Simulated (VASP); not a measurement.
# Sn (P6/mmm) in VASP: further runs

The runs below take Sn through single point, relaxation of cell and atoms, with PBE.

All numbers are computed with VASP 6.6.1; they aren't measurements. Logs are shortened: lines on timing, memory, paths and dates and some standing lists are left out, and cuts for length are marked.

### Step 1. The cell of the first run

The structure is hexagonal, space group P6/mmm (No. 191). Conventional cell: a = 2.422 Å, b = 2.422 Å, c = 2.268 Å, α = 90.00°, β = 90.00°, γ = 120.00°. Within 3.0 Å of Sn (site symmetry 6/mmm) lie 8 Sn at 2.27 to 2.42 Å.

### Step 2. Single point, PBE

The input, INCAR:

```
ALGO = Normal ; EDIFF = 1E-7
ENCUT = 520 ; GGA = PE
ISIF = 2 ; ISMEAR = -1
LASPH = T ; LCHARG = F
LREAL = F ; LWAVE = F
NBANDS = 13 ; NELM = 60
PREC = Accurate ; SIGMA = 0.1
```

The input, KPOINTS:

```
k-points
0
Gamma
  18 18 17
```

The input, POSCAR:

```
Sn
1.0
    2.4224608422      0.0000000000      0.0000000000
   -1.2112304211      2.0979126290      0.0000000000
    0.0000000000      0.0000000000      2.2677945811
Sn
1
Direct
    0.0000000000      0.0000000000      0.0000000000
```

Potentials or basis: VASP PAW PBE potentials, release 64 (Sn_d).

Launch:

```sh
> cat potpaw_PBE.64/Sn_d/POTCAR > POTCAR
> mpirun -np 1 vasp_std > vasp.out
```

OUTCAR:

```text
EDIFF = 1E-7
   ENCUT = 520
   GGA = PE
   ISIF = 2
   ISMEAR = -1
   LASPH = T
   LREAL = F
   NELM = 60
   PREC = Accurate

 ion  position               nearest neighbor table
   1  0.000  0.000  0.000-

  LATTYP: Found a hexagonal cell.
 ALAT       =     2.4224608422
 C/A-ratio  =     0.9361532462

  Lattice vectors:

 A1 = (   2.4224608422,   0.0000000000,   0.0000000000)
 A2 = (  -1.2112304211,   2.0979126290,   0.0000000000)
 A3 = (   0.0000000000,   0.0000000000,   2.2677945811)

Analysis of symmetry for initial positions (statically):
=====================================================================
 Subroutine PRICEL returns:
 Original cell was already a primitive cell.

 Routine SETGRP: Setting up the symmetry group for a
 hexagonal supercell.

 Subroutine GETGRP returns: Found 24 space group operations
 (whereof 24 operations were pure point group operations)
 out of a pool of 24 trial point group operations.

The static configuration has the point symmetry D_6h.

Analysis of symmetry for dynamics (positions and initial velocities):
=====================================================================
 Subroutine PRICEL returns:
 Original cell was already a primitive cell.

 Routine SETGRP: Setting up the symmetry group for a
 hexagonal supercell.

 Subroutine GETGRP returns: Found 24 space group operations
 (whereof 24 operations were pure point group operations)
 out of a pool of 24 trial point group operations.

The dynamic configuration has the point symmetry D_6h.

 Subroutine INISYM returns: Found 24 space group operations
 (whereof 24 operations are pure point group operations),
 and found     1 'primitive' translations

----------------------------------------------------------------------------------------

                                     Primitive cell

  volume of cell :      11.5252

  direct lattice vectors                    reciprocal lattice vectors
     2.422460842  0.000000000  0.000000000     0.412803370  0.238332137  0.000000000
    -1.211230421  2.097912629  0.000000000     0.000000000  0.476664274  0.000000000
     0.000000000  0.000000000  2.267794581     0.000000000  0.000000000  0.440957046

  length of vectors
     2.422460842  2.422460842  2.267794581     0.476664274  0.476664274  0.440957046

  position of ions in fractional coordinates (direct lattice)
     0.000000000  0.000000000  0.000000000

  ion indices of the primitive-cell ions
   primitive index   ion index
                 1           1

----------------------------------------------------------------------------------------

 KPOINTS: k-points

Automatic generation of k-mesh.
 Grid dimensions read from file:
 generate k-points for:   18   18   17

 Generating k-lattice:

  Cartesian coordinates                     Fractional coordinates (reciprocal lattice)
     0.022933521  0.013240674  0.000000000     0.055555556  0.000000000  0.000000000
     0.000000000  0.026481349  0.000000000     0.000000000  0.055555556  0.000000000
     0.000000000  0.000000000  0.025938650     0.000000000  0.000000000  0.058823529

  Length of vectors
     0.026481349  0.026481349  0.025938650

  Shift w.r.t. Gamma in fractional coordinates (k-lattice)
     0.000000000  0.000000000  0.000000000

 Subroutine IBZKPT returns following result:
 ===========================================

 Found    333 irreducible k-points:

 Following reciprocal coordinates:
            Coordinates               Weight
  0.000000  0.000000  0.000000      1.000000
  0.055556  0.000000  0.000000      6.000000
  0.111111  0.000000  0.000000      6.000000
  0.166667 -0.000000  0.000000      6.000000
  0.222222  0.000000  0.000000      6.000000
  0.277778  0.000000  0.000000      6.000000
[... 16 lines left out ...]
  0.333333  0.111111  0.000000     12.000000
  0.388889  0.111111  0.000000     12.000000
 [... further k-points ...]
   k-points           NKPTS =    333   k-points in BZ     NKDIM =    333   number of bands    NBANDS=     13
   number of dos      NEDOS =    301   number of ions     NIONS =      1
   total plane-waves  NPLWV =   5832
   dimension x,y,z NGX =    18 NGY =   18 NGZ =   18
   dimension x,y,z NGXF=    36 NGYF=   36 NGZF=   36
   ions per type =               1
   NGX,Y,Z   is equivalent  to a cutoff of  12.35, 12.35, 13.20 a.u.
   NGXF,Y,Z  is equivalent  to a cutoff of  24.71, 24.71, 26.39 a.u.
 SYSTEM =  unknown system
   PREC   = accura    normal or accurate (medium, high low for compatibility)
   ISTART =      0    job   : 0-new  1-cont  2-samecut
   ICHARG =      2    charge: 1-file 2-atom 10-const
   ISPIN  =      1    spin polarized calculation?
   LNONCOLLINEAR =      F non collinear calculations
   LSORBIT =      F    spin-orbit coupling
   LASPH  =      T    aspherical Exc in radial PAW
   ENCUT  =  520.0 eV  38.22 Ry    6.18 a.u.   4.50  4.50  4.22*2*pi/ulx,y,z
   NELM   =     60;   NELMIN=  2; NELMDL= -5     # of ELM steps
   EDIFF  = 0.1E-06   stopping-criterion for ELM
   LREAL  =      F    real-space projection
   EDIFFG = 0.1E-05   stopping-criterion for IOM
   NSW    =      0    number of steps for IOM
   IBRION =     -1    ionic relax: 0-MD 1-quasi-New 2-CG
   NFREE  =      0    steps in history (QN), initial steepest desc. (CG)
   ISIF   =      2    stress and relaxation
   ISYM   =      2    0-nonsym 1-usesym 2-fastsym
   POTIM  = 0.5000    time-step for ionic-motion
   TEBEG  =    0.0;   TEEND  =   0.0 temperature during run
   PSTRESS=    0.0 pullay stress
   NELECT =      14.0000    total number of electrons
   NUPDOWN=      -1.0000    fix difference up-down
   EMIN   =  10.00;   EMAX   =-10.00  energy-range for DOS
   EFERMI =   0.00;   METHOD = LEGACY
   ISMEAR =    -1;   SIGMA  =   0.10  broadening in eV -4-tet -1-fermi 0-gaus
   EFERMI_NEDOS =   21; number of points for ismear=-14 and -15
   IALGO  =     38    algorithm
   IMIX   =      4    mixing-type and parameters
     AMIX     =   0.40;   BMIX     =  1.00
     AMIX_MAG =   1.60;   BMIX_MAG =  1.00
  volume/ion in A,a.u.               =      11.53        77.78
  Fermi-wavevector in a.u.,A,eV,Ry     =   1.746767  3.300910 41.514010  3.051194
  Thomas-Fermi vector in A             =   2.818197
   LORBIT       =      0    0 simple, 1 ext, 2 COOP (PROOUT), +10 PAW based schemes
   GGA     = PE    functional components
   LHFCALC =     F    Hartree Fock is set to
   AEXX    =    0.0000 exact exchange contribution
   IVDW    =     0    specifies the selected vdW correction
   LEPSILON=     F    determine dielectric tensor
   LRPA    =     F    only Hartree local field effects (RPA)
 non-spin polarized calculation
  energy-cutoff  :      520.00
  volume of cell :       11.53
 maximum number of plane-waves:       332
 NGX is ok and might be reduce to    18
   NGX =  9   NGY =  9   NGZ =  9

 number of electron      13.9999998 magnetization

 Free energy of the ion-electron system (eV)
  ---------------------------------------------------
  ext. energy  EPLUGINS =         0.00000000
  ---------------------------------------------------
  free energy    TOTEN  =         4.46033646 eV

  energy without entropy =        4.46763215  energy(sigma->0) =        4.46398431

 E-fermi :  25.3480     XC(G=0): -15.0893

 val. band max:       25.3259330572   @ k =   0.2778   0.0000   0.1176
 cond. band min:      25.3543579062   @ k =   0.1667   0.0556   0.2353
 fundamental gap:      0.0284248490
 Fermi energy:        25.3479838312

 k-point     1 :       0.0000    0.0000    0.0000
  band No.  band energies     occupation
      1      -1.9308      2.00000
      2      -0.1335      2.00000
      3      -0.1335      2.00000
      4       1.7773      2.00000
      5       1.7773      2.00000
      6       3.5060      2.00000
      7      32.6919      0.00000
      8      33.7549      0.00000
      9      38.1234      0.00000
     10      38.1234      0.00000
     11      39.7511      0.00000
     12      43.3094      0.00000
     13      43.3094      0.00000

 k-point     2 :       0.0556    0.0000    0.0000
  band No.  band energies     occupation
      1      -1.9027      2.00000
      2      -0.1587      2.00000
      3      -0.0793      2.00000
      4       1.7463      2.00000
      5       1.7707      2.00000
      6       3.6284      2.00000
      7      32.8661      0.00000
      8      33.6127      0.00000
      9      37.1547      0.00000
     10      37.5195      0.00000
     11      39.6766      0.00000
     12      43.9161      0.00000
     13      44.0879      0.00000

 k-point     3 :       0.1111    0.0000    0.0000
  band No.  band energies     occupation
      1      -1.8258      2.00000
      2      -0.2329      2.00000
      3       0.0788      2.00000
      4       1.6581      2.00000
      5       1.7519      2.00000
      6       4.0038      2.00000
      7      32.6738      0.00000
      8      33.3808      0.00000
      9      35.8644      0.00000
     10      36.2087      0.00000
     11      39.4552      0.00000
     12      45.2014      0.00000
     13      45.4010      0.00000
[... 305 lines left out ...]
 k-point    23 :       0.3333    0.1111    0.0000
  band No.  band energies     occupation
      1      -1.3827      2.00000
      2      -0.6164      2.00000
      3       0.9481      2.00000
      4       1.3832      2.00000
      5       1.5215      2.00000
      6      10.4196      2.00000
      7      19.8275      2.00000
      8      27.0674      0.00000
      9      37.6866      0.00000
     10      39.4094      0.00000
     11      40.1285      0.00000
     12      46.0291      0.00000
     13      47.3632      0.00000

 k-point    24 :       0.3889    0.1111    0.0000
  band No.  band energies     occupation
      1      -1.3991      2.00000
      2      -0.6067      2.00000
      3       0.8808      2.00000
      4       1.4975      2.00000
      5       1.5422      2.00000
      6      12.2498      2.00000
      7      17.4463      2.00000
      8      26.6229      0.00001
      9      37.5706      0.00000
     10      39.4095      0.00000
     11      41.4116      0.00000
     12      45.7210      0.00000
     13      46.7001      0.00000

 [... further k-points ...]

------------------------ aborting loop because EDIFF is reached ----------------------------------------

  FORCE on cell =-STRESS in cart. coord.  units (eV):
  Direction    XX          YY          ZZ          XY          YZ          ZX
  --------------------------------------------------------------------------------------
  -------------------------------------------------------------------------------------
  Total       26.7137075     26.7137075     26.7774807      0.0000000     -0.0000000      0.0000000
  in kB     3713.6149528   3713.6149527   3722.4804157      0.0000000     -0.0000000      0.0000000
  external PRESSURE =    3716.5701071 kB  Pullay stress =       0.0000000 kB

 VOLUME and BASIS-vectors are now :
 -----------------------------------------------------------------------------
  energy-cutoff  :      520.00
  volume of cell :       11.53
      direct lattice vectors                 reciprocal lattice vectors
     2.422460842  0.000000000  0.000000000     0.412803370  0.238332137  0.000000000
    -1.211230421  2.097912629  0.000000000     0.000000000  0.476664274  0.000000000
     0.000000000  0.000000000  2.267794581     0.000000000  0.000000000  0.440957046

 POSITION                                       TOTAL-FORCE (eV/Angst)
 -----------------------------------------------------------------------------------
      0.00000      0.00000      0.00000        -0.000000      0.000000      0.000000
 -----------------------------------------------------------------------------------
    total drift:                                0.000000      0.000000      0.000000

  FREE ENERGIE OF THE ION-ELECTRON SYSTEM (eV)
  ---------------------------------------------------
  free  energy   TOTEN  =         4.4603364610 eV

  energy  without entropy=        4.4676321528  energy(sigma->0) =        4.46398431
```

Run time: 18 s. Hardware: 1 thread of Intel Xeon 6975P-C (Granite Rapids), shared host; peak memory 0.15 GiB.

What came out:

```yaml
Free_energy: 4.4603 eV
Pressure: 371.7 GPa
Band_gap_on_the_k_mesh: zero (band 7 reaches 33.16 eV, above the bottom of band 8 at 18.04 eV)
```

Caveat: spin-orbit coupling is left out, which moves the levels of the heavy elements.

[end of part 1 of 2]
